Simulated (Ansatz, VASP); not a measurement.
## BAs in VASP and in Ansatz

```xyz
2
Lattice="2.1275 0.0000 0.0000 0.0000 3.1741 0.0000 0.0000 0.0000 4.9510" Properties=species:S:1:pos:R:3 pbc="T T T"
B     0.0000    1.5870    0.0000
As    1.0638    1.5870    2.4755
```

Alike in both runs: functional HSE06; k mesh 6 × 4 × 3; occupations fermi-dirac, width 0.05 eV; no spin polarisation.

```csv
,VASP,Ansatz
version,VASP 6.6.1,Ansatz 0.2.0
potentials or method,"VASP PAW PBE potentials, release 64 (B, As)",Ansatz PAW
plane-wave cutoff (eV),520,420
valence electrons in the cell,8,18
task,single point,band structure
```

Ansatz gave:

| Item | Value |
| --- | --- |
| gap on the k mesh at the Fermi level (eV) | none |
| pressure (GPa) | 6.3 |
| traceless stress, the component that is largest in VASP (GPa) | 29.07 |

Question: Estimate VASP's values.

Answer: gap on the k mesh at the Fermi level (eV): none; pressure (GPa): 6.1; traceless stress, the component that is largest in VASP (GPa): 29.00.

A gap of «none» marks a metal or a gap that the smearing closes. With one functional, cell and mesh, what is left measures potentials, basis and numerics. VASP's potentials hold 8 valence electrons a cell and Ansatz's 18, so a difference there can come from the potentials and not from the codes.

The k mesh is coarse, so the values compare programs but aren't converged.
